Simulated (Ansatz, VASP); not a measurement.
**Two plane-wave programs on As**

INCAR

```
SYSTEM = As
PREC = Accurate
ENCUT = 400
EDIFF = 1E-6
ISMEAR = 0
SIGMA = 0.02
LREAL = .FALSE.
LASPH = .TRUE.
NELM = 120
ALGO = Normal
ISIF = 2
LWAVE = .FALSE.
LCHARG = .FALSE.
LDIPOL = .TRUE.
IDIPOL = 3
DIPOL = 0.5 0.5 0.500
GGA = CA
NBANDS = 22
GGA_COMPAT = .FALSE.
NELMDL = -8
```

File KPOINTS:

```
Automatic mesh
0
G
  9 9 1
  0 0 0
```

Contents of POSCAR:

```
As
1.0
    3.4070000000      0.0000000000      0.0000000000
   -1.7035000000      2.9505485507      0.0000000000
    0.0000000000      0.0000000000     28.0000000000
As
2
Direct
    0.3333333333      0.6666666667      0.5264285714
    0.6666666667      0.3333333333      0.4735714286
```

Input for Ansatz:

```yaml
crystal:
  lattice:
    - [3.407, 0.0, 0.0]
    - [-1.7035, 2.9505485507, 0.0]
    - [0.0, 0.0, 28.0]
  atoms:
    - { symbol: As, position: [0.3333333333, 0.6666666667, 0.5264285714] }
    - { symbol: As, position: [0.6666666667, 0.3333333333, 0.4735714286] }
  periodic: [true, true, false]
basis:
  ecutwfc: 420
kpoints:
  mp_grid: { grid: [9, 9, 1] }
hamiltonian:
  xc: lda
scf:
  occupations: { method: gaussian, width: 0.02 }
output:
  forces: true
  stress: true
  eigenvalues: true
```

Alike in both runs: task single point; functional LDA; k mesh 9 × 9 × 1; occupations gaussian, width 0.02 eV; no spin polarisation.

|  | VASP | Ansatz |
| --- | --- | --- |
| version | VASP 6.6.1 | Ansatz 0.2.0 |
| potentials or method | VASP PAW LDA potentials, release 64 (As_d), cutoff 400 eV | scalar-relativistic, plane waves, PAW |
| valence electrons in the cell | 30 | 30 |

```tsv
	VASP	Ansatz	Ansatz less VASP
gap on the k mesh at the Fermi level (eV)	0.59	0.59	-0.005
least direct gap on the mesh (eV)	2.16	2.14	-0.020
rms of the force components (eV/Å)	0.520	0.553	+0.0332
```

LDA's correlation is that of Perdew and Zunger in VASP and of Perdew and Wang (1992) in Ansatz. Atom by atom the forces differ by 0.033 eV/Å (rms over components).
